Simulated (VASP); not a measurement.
# YPt3 (Pm-3m) in VASP: a series of runs

YPt3 is run at these levels: LDA; tasks: single point, relaxation of cell and atoms.

Program: VASP 6.6.1. These are calculated values, not measurements. Logs are shortened: lines on timing, memory, paths and dates and some standing lists are left out, and cuts for length are marked.

## (1) The cell of the first run

Symmetry: Pm-3m, No. 221, cubic system. The conventional cell has a = 4.031 Å, b = 4.031 Å, c = 4.031 Å, α = 90.00°, β = 90.00°, γ = 90.00°. Within 3.8 Å of Y (site symmetry m-3m) lie 12 Pt at 2.85 Å. Pt (site symmetry 4/mmm) has 4 Y at 2.85 Å and 8 Pt at 2.85 Å within 3.8 Å.

## (2) Single point, LDA

INCAR

```
PREC = Accurate
ENCUT = 520
EDIFF = 1E-6
ISMEAR = 0
SIGMA = 0.05
LREAL = False
LASPH = True
NELM = 100
ALGO = Normal
ISIF = 2
LWAVE = False
LCHARG = True
LELF = True
LVHAR = True
NBANDS = 28
```

KPOINTS

```
Automatic mesh
0
Gamma
  6 6 6
```

POSCAR

```
YPt3
1.0
    4.0314687637      0.0000000000      0.0000000000
    0.0000000000      4.0314687637      0.0000000000
    0.0000000000      0.0000000000      4.0314687637
Y Pt
1 3
Direct
    0.0000000000      0.0000000000      0.0000000000
    0.0000000000      0.5000000000      0.5000000000
    0.5000000000      0.0000000000      0.5000000000
    0.5000000000      0.5000000000      0.0000000000
```

Potentials or basis: VASP PAW LDA potentials, release 64 (Y_sv, Pt).

Run with:

```console
cat potpaw_LDA.64/Y_sv/POTCAR potpaw_LDA.64/Pt/POTCAR > POTCAR
mpirun -np 1 vasp_std > vasp.out
```

OUTCAR:

```text
PREC = Accurate
   ENCUT = 520
   EDIFF = 1E-6
   ISMEAR = 0
   LREAL = False
   LASPH = True
   NELM = 100
   ISIF = 2

 ion  position               nearest neighbor table
   1  0.000  0.000  0.000-   2 2.85   3 2.85   4 2.85   2 2.85   3 2.85   2 2.85   4 2.85   2 2.85
                             3 2.85   4 2.85   3 2.85   4 2.85
   2  0.000  0.500  0.500-   1 2.85   3 2.85   4 2.85   1 2.85   4 2.85   1 2.85   3 2.85   1 2.85
                             3 2.85   4 2.85   4 2.85   3 2.85
   3  0.500  0.000  0.500-   1 2.85   2 2.85   4 2.85   1 2.85   4 2.85   2 2.85   4 2.85   4 2.85
                             1 2.85   2 2.85   1 2.85   2 2.85
   4  0.500  0.500  0.000-   1 2.85   2 2.85   3 2.85   2 2.85   3 2.85   1 2.85   3 2.85   3 2.85
                             1 2.85   2 2.85   2 2.85   1 2.85

  LATTYP: Found a simple cubic cell.
 ALAT       =     4.0314687637

  Lattice vectors:

 A1 = (   4.0314687637,   0.0000000000,   0.0000000000)
 A2 = (   0.0000000000,   4.0314687637,   0.0000000000)
 A3 = (   0.0000000000,   0.0000000000,   4.0314687637)

Analysis of symmetry for initial positions (statically):
=====================================================================
 Subroutine PRICEL returns:
 Original cell was already a primitive cell.

 Routine SETGRP: Setting up the symmetry group for a
 simple cubic supercell.

 Subroutine GETGRP returns: Found 48 space group operations
 (whereof 48 operations were pure point group operations)
 out of a pool of 48 trial point group operations.

The static configuration has the point symmetry O_h .

Analysis of symmetry for dynamics (positions and initial velocities):
=====================================================================
 Subroutine PRICEL returns:
 Original cell was already a primitive cell.

 Routine SETGRP: Setting up the symmetry group for a
 simple cubic supercell.

 Subroutine GETGRP returns: Found 48 space group operations
 (whereof 48 operations were pure point group operations)
 out of a pool of 48 trial point group operations.

The dynamic configuration has the point symmetry O_h .

 Subroutine INISYM returns: Found 48 space group operations
 (whereof 48 operations are pure point group operations),
 and found     1 'primitive' translations

----------------------------------------------------------------------------------------

                                     Primitive cell
[... 89 lines left out ...]
   NELM   =    100;   NELMIN=  2; NELMDL= -5     # of ELM steps
   EDIFF  = 0.1E-05   stopping-criterion for ELM
   LREAL  =      F    real-space projection
   EDIFFG = 0.1E-04   stopping-criterion for IOM
   NSW    =      0    number of steps for IOM
   IBRION =     -1    ionic relax: 0-MD 1-quasi-New 2-CG
   NFREE  =      0    steps in history (QN), initial steepest desc. (CG)
   ISIF   =      2    stress and relaxation
   ISYM   =      2    0-nonsym 1-usesym 2-fastsym
   POTIM  = 0.5000    time-step for ionic-motion
   TEBEG  =    0.0;   TEEND  =   0.0 temperature during run
   PSTRESS=    0.0 pullay stress
   NELECT =      41.0000    total number of electrons
   NUPDOWN=      -1.0000    fix difference up-down
   EMIN   =  10.00;   EMAX   =-10.00  energy-range for DOS
   EFERMI =   0.00;   METHOD = LEGACY
   ISMEAR =     0;   SIGMA  =   0.05  broadening in eV -4-tet -1-fermi 0-gaus
   EFERMI_NEDOS =   21; number of points for ismear=-14 and -15
   IALGO  =     38    algorithm
   IMIX   =      4    mixing-type and parameters
     AMIX     =   0.40;   BMIX     =  1.00
     AMIX_MAG =   1.60;   BMIX_MAG =  1.00
  volume/ion in A,a.u.               =      16.38       110.54
  Fermi-wavevector in a.u.,A,eV,Ry     =   1.400252  2.646092 26.677014  1.960705
  Thomas-Fermi vector in A             =   2.523231
   LORBIT       =      0    0 simple, 1 ext, 2 COOP (PROOUT), +10 PAW based schemes
   GGA     = CA    functional components
   LHFCALC =     F    Hartree Fock is set to
   AEXX    =    0.0000 exact exchange contribution
   IVDW    =     0    specifies the selected vdW correction
   LEPSILON=     F    determine dielectric tensor
   LRPA    =     F    only Hartree local field effects (RPA)
 non-spin polarized calculation
 Gauss-broadening in eV      SIGMA  =   0.05
  energy-cutoff  :      520.00
  volume of cell :       65.52
 maximum number of plane-waves:      1791
 NGX is ok and might be reduce to    30
   NGX = 15   NGY = 15   NGZ = 15

 number of electron      40.9999999 magnetization

 Free energy of the ion-electron system (eV)
  ---------------------------------------------------
  ext. energy  EPLUGINS =         0.00000000
  ---------------------------------------------------
  free energy    TOTEN  =       -33.57900644 eV

  energy without entropy =      -33.57394564  energy(sigma->0) =      -33.57647604

 E-fermi :   8.9259     XC(G=0): -13.0830

 val. band max:        8.9129517521   @ k =   0.0000   0.0000   0.0000
 cond. band min:       8.9337456996   @ k =   0.3333   0.1667   0.1667
 fundamental gap:      0.0207939474
 Fermi energy:         8.9258783682

 k-point     1 :       0.0000    0.0000    0.0000
  band No.  band energies     occupation
      1     -31.9561      2.00000
      2     -12.2114      2.00000
      3     -12.2114      2.00000
      4     -12.2114      2.00000
      5       0.4061      2.00000
      6       2.9915      2.00000
[... 609 lines left out ...]
     27      15.2556      0.00000
     28      15.2556      0.00000

------------------------ aborting loop because EDIFF is reached ----------------------------------------

  FORCE on cell =-STRESS in cart. coord.  units (eV):
  Direction    XX          YY          ZZ          XY          YZ          ZX
  --------------------------------------------------------------------------------------
  -------------------------------------------------------------------------------------
  Total        0.2130806      0.2130806      0.2130806     -0.0000000     -0.0000000      0.0000000
  in kB        5.2103224      5.2103224      5.2103224     -0.0000000     -0.0000000      0.0000000
  external PRESSURE =       5.2103224 kB  Pullay stress =       0.0000000 kB

 VOLUME and BASIS-vectors are now :
 -----------------------------------------------------------------------------
  energy-cutoff  :      520.00
  volume of cell :       65.52
      direct lattice vectors                 reciprocal lattice vectors
     4.031468764  0.000000000  0.000000000     0.248048555  0.000000000  0.000000000
     0.000000000  4.031468764  0.000000000     0.000000000  0.248048555  0.000000000
     0.000000000  0.000000000  4.031468764     0.000000000  0.000000000  0.248048555

 POSITION                                       TOTAL-FORCE (eV/Angst)
 -----------------------------------------------------------------------------------
      0.00000      0.00000      0.00000         0.000000      0.000000      0.000000
      0.00000      2.01573      2.01573         0.000000      0.000000      0.000000
      2.01573      0.00000      2.01573         0.000000      0.000000      0.000000
      2.01573      2.01573      0.00000         0.000000      0.000000      0.000000
 -----------------------------------------------------------------------------------
    total drift:                                0.000000      0.000000     -0.000000

  FREE ENERGIE OF THE ION-ELECTRON SYSTEM (eV)
  ---------------------------------------------------
  free  energy   TOTEN  =       -33.5790064377 eV

  energy  without entropy=      -33.5739456446  energy(sigma->0) =      -33.57647604
```

Wall time 22 s (1 thread of AMD EPYC 7R13 (Zen 3), shared host); peak memory 0.15 GiB.

Results:

```yaml
Free_energy: -33.5790 eV
Pressure: 0.5 GPa
```

Caveat: spin-orbit coupling is left out, which moves the levels of the heavy elements.

## (3) Relaxation of cell and atoms, LDA

This run uses another cell than the first one, of 16.84 Å³/atom, 1.028 times its volume.

INCAR

```
ALGO = Normal
EDIFF = 1E-6
EDIFFG = -0.01
ENCUT = 600
IBRION = 2
ISIF = 3
ISMEAR = 0
LASPH = T
LCHARG = F
LREAL = F
LWAVE = F
NELM = 100
NSW = 80
PREC = Accurate
SIGMA = 0.05
```

KPOINTS

```
k-points
0
Gamma
  6 6 6
```

POSCAR

```
YPt3
1.0
    4.0690000000      0.0000000000      0.0000000000
    0.0000000000      4.0690000000      0.0000000000
    0.0000000000      0.0000000000      4.0690000000
Y Pt
1 3
Direct
    0.0000000000      0.0000000000      0.0000000000
    0.0000000000      0.5000000000      0.5000000000
    0.5000000000      0.0000000000      0.5000000000
    0.5000000000      0.5000000000      0.0000000000
```

Potentials or basis: VASP PAW LDA potentials, release 64 (Y_sv, Pt).

Run with:

```console
cat potpaw_LDA.64/Y_sv/POTCAR potpaw_LDA.64/Pt/POTCAR > POTCAR
mpirun -np 1 vasp_std > vasp.out
```

Run time: 4.9 min. Hardware: 1 thread of AMD EPYC 7R13 (Zen 3), shared host; peak memory 0.17 GiB.

It converged, with:

```
Free energy                            : -33.5797 eV
Relaxed volume                         : 16.43 Å³/atom
Relaxed cell                           : a = 4.035 Å, b = 4.035 Å, c = 4.035 Å, α = 90.00°, β = 90.00°, γ = 90.00°
Space group after relaxing (to 0.05 Å) : Pm-3m (No. 221)
Energy gained by relaxing              : 6.7 meV/atom
Ionic steps                            : 4
Pressure after relaxing                : 0.0 GPa
```

Step by step:
```
step  energy change (eV)  largest force (eV/Å)  pressure (GPa)  volume (Å³)
   1              0.0000                0.0000           -5.01        67.37
   2              0.0989                0.0000           12.69        62.36
   3             -0.0267                0.0000           -0.10        65.73
   4             -0.0267                0.0000            0.00        65.70
```

Final structure:
```
Y Pt
1.0
     4.03512    0.00000    0.00000
     0.00000    4.03512    0.00000
     0.00000    0.00000    4.03512
Y Pt
1 3
Direct
  0.00000 0.00000 0.00000
  0.00000 0.50000 0.50000
  0.50000 0.00000 0.50000
  0.50000 0.50000 0.00000
```

Levels at points of the mesh, in eV from the Fermi level:
```
           k point  band 18  band 19  band 20  band 21  band 22  band 23
(0.00, 0.00, 0.00)     0.48     0.48     0.48     3.01     3.01     3.01
(0.50, 0.00, 0.00)    -1.80    -1.80    -0.71     0.49     2.35     2.35
(0.50, 0.50, 0.00)    -2.14    -1.63    -1.48    -1.04     2.00     2.00
(0.50, 0.50, 0.50)     0.06     0.06     0.06     1.51     1.51     1.51
```

Caveat: spin-orbit coupling is left out, which moves the levels of the heavy elements.
